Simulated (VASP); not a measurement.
# Pt (P6_3/mmc) in VASP: further runs, part 2 of 2

VASP 6.6.1. Earlier steps stand in the parts before.

## (4) Single point, LDA (13.68 Å³/atom)

This run uses another cell than the first one, of 13.68 Å³/atom.

The input, INCAR:

```
PREC = Accurate
ENCUT = 520
EDIFF = 1E-6
ISMEAR = -1
SIGMA = 0.1
LREAL = F
LASPH = T
NELM = 100
ALGO = Normal
ISIF = 2
LWAVE = F
LCHARG = T
GGA = CA
LELF = T
LVHAR = T
NBANDS = 17
```

The input, KPOINTS:

```
Automatic mesh
0
Gamma
  15 15 8
```

The input, POSCAR:

```
Pt
1.0
    2.6406013631      0.0000000000      0.0000000000
   -1.3203006816      2.2868278617      0.0000000000
    0.0000000000      0.0000000000      4.5294017258
Pt
2
Direct
    0.3333333333      0.6666666667      0.2500000000
    0.6666666667      0.3333333333      0.7500000000
```

Potentials or basis: VASP PAW LDA potentials, release 64 (Pt).

Launch:

```console
$ cat potpaw_LDA.64/Pt/POTCAR > POTCAR
$ mpirun -np 1 vasp_std > vasp.out
```

OUTCAR:

```text
PREC = Accurate
   ENCUT = 520
   EDIFF = 1E-6
   ISMEAR = -1
   LREAL = F
   LASPH = T
   NELM = 100
   ISIF = 2
   GGA = CA

 ion  position               nearest neighbor table
   1  0.333  0.667  0.250-   2 2.73   2 2.73   2 2.73   2 2.73   2 2.73   2 2.73
   2  0.667  0.333  0.750-   1 2.73   1 2.73   1 2.73   1 2.73   1 2.73   1 2.73

  LATTYP: Found a hexagonal cell.
 ALAT       =     2.6406013631
 C/A-ratio  =     1.7152917472

  Lattice vectors:

 A1 = (   2.6406013631,   0.0000000000,   0.0000000000)
 A2 = (  -1.3203006816,   2.2868278617,   0.0000000000)
 A3 = (   0.0000000000,   0.0000000000,   4.5294017258)

Analysis of symmetry for initial positions (statically):
=====================================================================
 Subroutine PRICEL returns:
 Original cell was already a primitive cell.

 Routine SETGRP: Setting up the symmetry group for a
 hexagonal supercell.

 Subroutine GETGRP returns: Found 24 space group operations
 (whereof 12 operations were pure point group operations)
 out of a pool of 24 trial point group operations.

The static configuration has the point symmetry D_3d.
 The point group associated with its full space group is D_6h.

Analysis of symmetry for dynamics (positions and initial velocities):
=====================================================================
 Subroutine PRICEL returns:
 Original cell was already a primitive cell.

 Routine SETGRP: Setting up the symmetry group for a
 hexagonal supercell.

 Subroutine GETGRP returns: Found 24 space group operations
 (whereof 12 operations were pure point group operations)
 out of a pool of 24 trial point group operations.

The dynamic configuration has the point symmetry D_3d.
 The point group associated with its full space group is D_6h.

 Subroutine INISYM returns: Found 24 space group operations
 (whereof 12 operations are pure point group operations),
[... 112 lines left out ...]
   EFERMI_NEDOS =   21; number of points for ismear=-14 and -15
   IALGO  =     38    algorithm
   IMIX   =      4    mixing-type and parameters
     AMIX     =   0.40;   BMIX     =  1.00
     AMIX_MAG =   1.60;   BMIX_MAG =  1.00
  volume/ion in A,a.u.               =      13.68        92.29
  Fermi-wavevector in a.u.,A,eV,Ry     =   1.474888  2.787135 29.596689  2.175295
  Thomas-Fermi vector in A             =   2.589605
   LORBIT       =      0    0 simple, 1 ext, 2 COOP (PROOUT), +10 PAW based schemes
   GGA     = CA    functional components
   LHFCALC =     F    Hartree Fock is set to
   AEXX    =    0.0000 exact exchange contribution
   IVDW    =     0    specifies the selected vdW correction
   LEPSILON=     F    determine dielectric tensor
   LRPA    =     F    only Hartree local field effects (RPA)
 non-spin polarized calculation
  energy-cutoff  :      520.00
  volume of cell :       27.35
 maximum number of plane-waves:       768
 NGX is ok and might be reduce to    20
   NGX =  9   NGY =  9   NGZ = 17

 number of electron      20.0000001 magnetization

 Free energy of the ion-electron system (eV)
  ---------------------------------------------------
  ext. energy  EPLUGINS =         0.00000000
  ---------------------------------------------------
  free energy    TOTEN  =       -14.70685695 eV

  energy without entropy =      -14.60844561  energy(sigma->0) =      -14.65765128

 E-fermi :  13.1376     XC(G=0): -14.2568

 val. band max:       13.1356257150   @ k =   0.3333   0.2667   0.3750
 cond. band min:      13.1446264945   @ k =   0.3333   0.1333   0.5000
 fundamental gap:      0.0090007795
 Fermi energy:        13.1375631472

 k-point     1 :       0.0000    0.0000    0.0000
  band No.  band energies     occupation
      1       1.7605      2.00000
      2       4.5402      2.00000
      3       8.2266      2.00000
      4       8.7977      2.00000
      5       8.7977      2.00000
      6       9.2937      2.00000
[... 457 lines left out ...]
      4       8.5626      2.00000
      5       8.5633      2.00000
      6       8.7680      2.00000
[... 9 lines left out ...]
     16      26.0764      0.00000
     17      28.1605      0.00000

 [... further k-points ...]

------------------------ aborting loop because EDIFF is reached ----------------------------------------

  FORCE on cell =-STRESS in cart. coord.  units (eV):
  Direction    XX          YY          ZZ          XY          YZ          ZX
  --------------------------------------------------------------------------------------
  -------------------------------------------------------------------------------------
  Total        5.7110947      5.7110947      5.2278213     -0.0000000     -0.0000000     -0.0000000
  in kB      334.5436433    334.5436433    306.2345300     -0.0000000     -0.0000000     -0.0000000
  external PRESSURE =     325.1072722 kB  Pullay stress =       0.0000000 kB

 VOLUME and BASIS-vectors are now :
 -----------------------------------------------------------------------------
  energy-cutoff  :      520.00
  volume of cell :       27.35
      direct lattice vectors                 reciprocal lattice vectors
     2.640601363  0.000000000  0.000000000     0.378701615  0.218643479  0.000000000
    -1.320300682  2.286827862  0.000000000     0.000000000  0.437286958  0.000000000
     0.000000000  0.000000000  4.529401726     0.000000000  0.000000000  0.220779710

 POSITION                                       TOTAL-FORCE (eV/Angst)
 -----------------------------------------------------------------------------------
     -0.00000      1.52455      1.13235         0.000000     -0.000000      0.000000
      1.32030      0.76228      3.39705        -0.000000      0.000000      0.000000
 -----------------------------------------------------------------------------------
    total drift:                                0.000000     -0.000000      0.000000

  FREE ENERGIE OF THE ION-ELECTRON SYSTEM (eV)
  ---------------------------------------------------
  free  energy   TOTEN  =       -14.7068569540 eV

  energy  without entropy=      -14.6084456134  energy(sigma->0) =      -14.65765128
```

Wall time 62 s (1 thread of Intel Xeon 8259CL, shared host); peak memory 0.17 GiB.

What came out:

```
Free energy            : -14.7069 eV
Pressure               : 32.5 GPa
Band gap on the k mesh : zero (bands 10 and 11 overlap by 1.57 eV)
```

Stress tensor (GPa, compression positive):
```
33.45  0.00  0.00
 0.00 33.45  0.00
 0.00  0.00 30.62
```

Levels at points of the mesh, in eV from the Fermi level:
| k point | band 6 | band 7 | band 8 | band 9 | band 10 | band 11 | band 12 | band 13 | band 14 | band 15 |
| --- | --- | --- | --- | --- | --- | --- | --- | --- | --- | --- |
| (0.00, 0.00, 0.00) | -3.84 | -3.84 | -2.40 | -2.40 | -1.31 | -0.29 | -0.29 | 5.84 | 14.67 | 15.66 |
| (0.00, 0.00, 0.50) | -4.34 | -4.34 | -4.34 | -1.02 | -1.02 | -1.02 | -1.02 | 13.04 | 13.04 | 15.49 |

Caveat: the cell stands under pressure; spin-orbit coupling is left out, which moves the levels of the heavy elements.

## (5) Summary

```tsv
cell	k mesh	gap on the mesh (eV)	pressure (GPa)
a = 2.715, b = 2.715, c = 4.657 Å, angles 90.0, 90.0, 120.0°, 2 atoms	13 × 13 × 7	none	0.8
a = 2.602, b = 2.602, c = 4.463 Å, angles 90.0, 90.0, 120.0°, 2 atoms	15 × 15 × 8	none	55.4
a = 2.641, b = 2.641, c = 4.529 Å, angles 90.0, 90.0, 120.0°, 2 atoms	15 × 15 × 8	none	32.5
```

Alike in all rows: task single point; level LDA; potentials or basis VASP PAW LDA potentials, release 64 (Pt); no spin polarisation; cutoff (eV) 520; smearing fermi-dirac 0.1 eV.

Caveats: spin-orbit coupling is left out, which moves the levels of the heavy elements; the cell stands under pressure (at least some runs).

Total energies depend on the potentials used, so only differences within one code and one set of settings carry meaning.
